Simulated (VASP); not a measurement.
Wanted: the native input for a VASP 6.6.1 run.

- Task: single point
- Functional: PBE
- Dispersion: D3(BJ)
- Potentials or basis: VASP PAW PBE potentials, release 64 (Cl)
- Cutoff: 500 eV
- k mesh: 9 × 9 × 9
- Occupations: methfessel-paxton, width 0.02 eV
- Spin: no spin polarisation
- Dipole correction: no
- Further INCAR settings: ALGO = Normal; EDIFF = 1e-06; NBANDS = 10

The structure of Cl lies in POSCAR:

```
Cl
1.0
    2.8216184286      0.0000000000      0.0000000000
    0.0000000000      2.8216184286      0.0000000000
    0.0000000000      0.0000000000      2.8216184286
Cl
1
Direct
    0.0000000000      0.0000000000      0.0000000000
```

One way to write it, as run:

INCAR

```
PREC = Accurate
ENCUT = 500
EDIFF = 1E-6
ISMEAR = 1
SIGMA = 0.02
LREAL = F
LASPH = T
NELM = 120
ALGO = Normal
ISIF = 2
LWAVE = F
LCHARG = T
GGA = PE
IVDW = 12
LELF = T
LVHAR = T
NBANDS = 10
GGA_COMPAT = F
```

KPOINTS

```
regular mesh
0
Gamma
  9 9 9
```

Potentials or basis: VASP PAW PBE potentials, release 64 (Cl).

Run with:

```console
$ cat potpaw_PBE.64/Cl/POTCAR > POTCAR
$ mpirun -np 1 vasp_std > vasp.out
```

Results of the run:

```yaml
Pressure: -0.1 GPa
Band_gap_on_the_k_mesh: zero (an odd number of electrons rules out a gap without spin polarisation)
Dispersion_energy_per_atom: -0.204 eV
```

Caveat: an odd number of electrons without spin polarisation forces a metal; a magnetic or distorted state may lie lower.

Wall time 3.4 s on 1 thread of Intel(R) Xeon(R) Platinum 8488C (Sapphire Rapids), with other jobs on the host, peak memory 0.14 GiB.
